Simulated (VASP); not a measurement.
## S: single point with PBEsol

The system is S.

```
CELL_PARAMETERS angstrom
0.00000 1.93199 2.12518
1.93199 0.00000 2.12518
1.93199 1.93199 0.00000
ATOMIC_POSITIONS crystal
S 0.00000 0.00000 0.00000
```

This cell differs from its parent crystal: ratio of the length along z to the lengths across it x 1.1, volume and fractional coordinates fixed.

```
Program                : VASP 6.6.1
Task                   : single point
Functional             : PBEsol
Potentials or basis    : VASP PAW PBE potentials, release 64 (S)
Cutoff                 : 520 eV
k mesh                 : 22 × 22 × 22
Occupations            : gaussian, width 0.15 eV
Spin                   : no spin polarisation
Dipole correction      : no
Further INCAR settings : ALGO = Normal; EDIFF = 1e-06; NBANDS = 9
```

```json
{
 "Pressure": "-5.1 GPa",
 "Band gap on the k mesh": "zero (band 3 reaches 10.65 eV, above the bottom of band 4 at 4.59 eV)"
}
```

Stress tensor (GPa, compression positive):
```
-7.87  0.00  0.00
 0.00 -7.87  0.00
 0.00  0.00  0.53
```

Levels at points of the mesh, in eV from the Fermi level:
```
           k point  band 1  band 2  band 3  band 4  band 5  band 6  band 7  band 8
(0.00, 0.00, 0.00)  -16.75    3.02    3.24    3.24   11.29   12.62   12.62   14.10
(0.50, 0.00, 0.00)  -12.61   -7.49    1.16    2.57    8.70   11.11   12.28   17.13
(0.50, 0.50, 0.00)  -11.83   -6.92   -0.02   -0.02    6.25    6.34   22.29   23.25
(0.50, 0.00, 0.50)  -10.53   -6.23   -1.70   -0.75    4.82    5.64   21.46   21.59
```

Wall time 31 s on 1 thread of Intel(R) Xeon(R) Platinum 8559C (Emerald Rapids), with other jobs on the host, peak memory 0.21 GiB.

Caveat: the PAW data sets were made with another functional, which shifts forces and pressure a little.
